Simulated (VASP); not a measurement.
A run of VASP 6.6.1 is set up as follows.

Contents of INCAR:

```
PREC = Accurate
ENCUT = 600
EDIFF = 1E-6
ISMEAR = -1
SIGMA = 0.02
LREAL = False
LASPH = True
NELM = 60
ALGO = Normal
ISIF = 3
LWAVE = False
LCHARG = False
GGA = PS
IBRION = 2
NSW = 60
EDIFFG = -0.02
```

The input KPOINTS:

```
Automatic mesh
0
Gamma
  9 9 9
```

Contents of POSCAR:

```
Li
1.0
   -1.7546500000      1.7546500000      1.7546500000
    1.7546500000     -1.7546500000      1.7546500000
    1.7546500000      1.7546500000     -1.7546500000
Li
1
Direct
    0.0000000000      0.0000000000      0.0000000000
```

Potentials or basis: VASP PAW PBE potentials, release 64 (Li_sv).

Command:

```bash
$ cat potpaw_PBE.64/Li_sv/POTCAR > POTCAR
$ mpirun -np 1 vasp_std > vasp.out
```

(1) Estimate the band gap on the k mesh.

(2) Estimate the space group after relaxing (to 0.1 Å).

Results:

(1) zero (an odd number of electrons rules out a gap without spin polarisation).

(2) Im-3m (No. 229).
